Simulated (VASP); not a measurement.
Here is a VASP 6.6.1 calculation.

File POSCAR:

```
Ba5Sr3Ti8O24
1.0
    7.8884480000      0.0000000000      0.0000000000
    0.0000000000      7.8884480000      0.0000000000
    0.0000000000      0.0000000000      7.8884480000
Ba Sr Ti O
5 3 8 24
Direct
    0.9989850000      0.0001390000      0.0000200000
    0.9990050000      0.5001120000      0.4999880000
    0.4990130000      0.0001030000      0.5000090000
    0.4989890000      0.5000940000      0.9999840000
    0.4990210000      0.5001030000      0.4999930000
    0.9989070000      0.0000920000      0.4999760000
    0.9989930000      0.5000290000      0.0000250000
    0.4990020000      0.0000320000      0.9999200000
    0.2476990000      0.2438720000      0.2453700000
    0.2516560000      0.2456200000      0.7475660000
    0.2439500000      0.7461410000      0.2439370000
    0.2484730000      0.7480850000      0.7461870000
    0.7497970000      0.2517830000      0.2538020000
    0.7537590000      0.2541620000      0.7560330000
    0.7460550000      0.7542280000      0.2521500000
    0.7506270000      0.7563840000      0.7543530000
    0.2471410000      0.2516580000      0.0019840000
    0.2459460000      0.2489100000      0.5023860000
    0.2493570000      0.7533950000      0.0027870000
    0.2468870000      0.7549860000      0.5032230000
    0.7485650000      0.2469420000      0.9973030000
    0.7510110000      0.2455460000      0.4969010000
    0.7506890000      0.7489390000      0.9981480000
    0.7519480000      0.7513140000      0.4977560000
    0.9994920000      0.2499360000      0.2487040000
    0.9969930000      0.2483910000      0.7502030000
    0.0011030000      0.7519690000      0.2498370000
    0.9983890000      0.7505350000      0.7512370000
    0.4994520000      0.2477450000      0.2469510000
    0.4967010000      0.2467680000      0.7522640000
    0.5014160000      0.7536420000      0.2477140000
    0.4984440000      0.7525780000      0.7530720000
    0.2492290000      0.0029350000      0.2512790000
    0.2476940000      0.0018420000      0.7531140000
    0.2476240000      0.5035410000      0.2493920000
    0.2452720000      0.5022270000      0.7547270000
    0.7505460000      0.9986920000      0.2472550000
    0.7488330000      0.9974530000      0.7487430000
    0.7527330000      0.4983130000      0.2453840000
    0.7505390000      0.4968890000      0.7508680000
```

The input INCAR.step1:

```
SYSTEM = Ba5Sr3Ti8O24
PREC = Accurate ; ENCUT = 770
ISMEAR = -1 ; SIGMA = 0.05
LREAL = Auto ; LASPH = .TRUE.
NELM = 120 ; ISYM = -1
NBANDS = 186 ; GGA = PE
ALGO = Normal ; EDIFF = 1E-5
LWAVE = .TRUE. ; LCHARG = .FALSE.
GGA_COMPAT = .FALSE.
```

File INCAR.step2:

```
SYSTEM = Ba5Sr3Ti8O24
PREC = Accurate ; ENCUT = 770
EDIFF = 1E-6 ; ISMEAR = -1
SIGMA = 0.05 ; LREAL = Auto
LASPH = .TRUE. ; NELM = 120
ALGO = Normal ; ISIF = 2
LWAVE = .FALSE. ; LCHARG = .TRUE.
METAGGA = R2SCAN ; LMIXTAU = .TRUE.
LELF = .TRUE. ; LVHAR = .TRUE.
ISYM = -1 ; NBANDS = 186
ISTART = 1 ; GGA_COMPAT = .FALSE.
```

The input KPOINTS:

```
explicit points
1
Reciprocal
  0.25000000   0.25000000   0.25000000 1
```

Potentials or basis: VASP PAW PBE potentials, release 64 (Ba_sv, Sr_sv, Ti_sv, O).

Run with:

```sh
$ cat potpaw_PBE.64/Ba_sv/POTCAR potpaw_PBE.64/Sr_sv/POTCAR potpaw_PBE.64/Ti_sv/POTCAR potpaw_PBE.64/O/POTCAR > POTCAR
$ cp INCAR.step1 INCAR
$ mpirun -np 1 vasp_std > vasp.out
$ cp INCAR.step2 INCAR
$ mpirun -np 1 vasp_std > vasp.out
```

Problem. Estimate the band gap on the k mesh.

Solution. 3.01 eV.

Problem. Estimate the largest force.

Solution. 0.106 eV/Å.

Problem. Predict the pressure.

Solution. 4.8 GPa.

Stress tensor (GPa, compression positive):
```
 4.72 -0.75 -0.78
-0.75  4.87 -0.66
-0.78 -0.66  4.90
```

Caveat: the cell stands under pressure; the PAW data sets were made with another functional, which shifts forces and pressure a little; spin-orbit coupling is left out, which moves the levels of the heavy elements; a shifted mesh leaves out Γ, where band edges can lie. A k mesh can miss the band edges.
